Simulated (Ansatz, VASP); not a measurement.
One calculation of NbAs, two programs

File INCAR:

```
SYSTEM = NbAs
PREC = Accurate
ENCUT = 520
EDIFF = 1E-6
ISMEAR = -1
SIGMA = 0.05
LREAL = .False.
LASPH = .True.
NELM = 100
ALGO = Normal
ISIF = 2
LWAVE = .False.
LCHARG = .False.
GGA = RE
NBANDS = 26
```

KPOINTS

```
regular mesh
0
Gamma
  11 11 11
  0 0 0
```

File POSCAR:

```
NbAs
1.0
   -1.7258500000      1.7258500000      5.8400000000
    1.7258500000     -1.7258500000      5.8400000000
    1.7258500000      1.7258500000     -5.8400000000
Nb As
2 2
Direct
    0.5000000000      0.0000000000      0.5000000000
    0.7500000000      0.7500000000      0.0000000000
    0.9160000000      0.4160000000      0.5000000000
    0.1660000000      0.1660000000      0.0000000000
```

File input.yaml:

```yaml
crystal:
  lattice:
    - [-1.72585, 1.72585, 5.84]
    - [1.72585, -1.72585, 5.84]
    - [1.72585, 1.72585, -5.84]
  atoms:
    - { symbol: Nb, position: [0.5, 0.0, 0.5] }
    - { symbol: Nb, position: [0.75, 0.75, 0.0] }
    - { symbol: As, position: [0.916, 0.416, 0.5] }
    - { symbol: As, position: [0.166, 0.166, 0.0] }
hamiltonian:
  xc: revpbe
  pseudopotentials: { kind: paw }
kpoints:
  mp_grid: { grid: [11, 11, 11] }
  band_path:
    path:
      - [[0.0, 0.0, 0.0], [-0.5, 0.5, 0.0], [-0.5, 0.5, -0.0436667032], [-0.2718333516, 0.2718333516, -0.2718333516], [0.0, 0.0, 0.0], [0.5, 0.5, -0.5], [0.2718333516, 0.7281666484, -0.7281666484], [0.0, 0.5, -0.5], [-0.25, 0.75, -0.25], [0.0436667032, 0.9563332968, -0.5], [0.5, 0.5, -0.5]]
      - [[-0.5, 0.5, 0.0], [-0.25, 0.75, -0.25]]
    npoints: 14
scf:
  occupations: { method: fermi_dirac, width: 0.05 }
  n_extra_bands: 10
output:
  forces: true
  stress: true
  eigenvalues: true
  fatbands: true
```

Alike in both runs: functional revPBE; k mesh 11 × 11 × 11; occupations fermi-dirac, width 0.05 eV; no spin polarisation.

|  | VASP | Ansatz |
| --- | --- | --- |
| version | VASP 6.6.1 | Ansatz 0.2.0 |
| potentials or method | VASP PAW PBE potentials, release 64 (Nb_sv, As) | Ansatz PAW |
| plane-wave cutoff (eV) | 520 | 420 |
| valence electrons in the cell | 36 | 56 |
| task | single point | band structure |

```tsv
	VASP	Ansatz	Ansatz less VASP
gap on the k mesh at the Fermi level (eV)	none	none	-
pressure (GPa)	5.2	5.2	+0.03
traceless stress, the component that is largest in VASP (GPa)	0.33	0.36	+0.024
rms of the force components (eV/Å)	0.174	0.174	-0.0003
```

VASP's potentials were made for PBE, not for revPBE. Atom by atom the forces differ by 0.000 eV/Å (rms over components). A gap of «none» marks a metal or a gap that the smearing closes. VASP's potentials hold 36 valence electrons a cell and Ansatz's 56, so a difference there can come from the potentials and not from the codes.
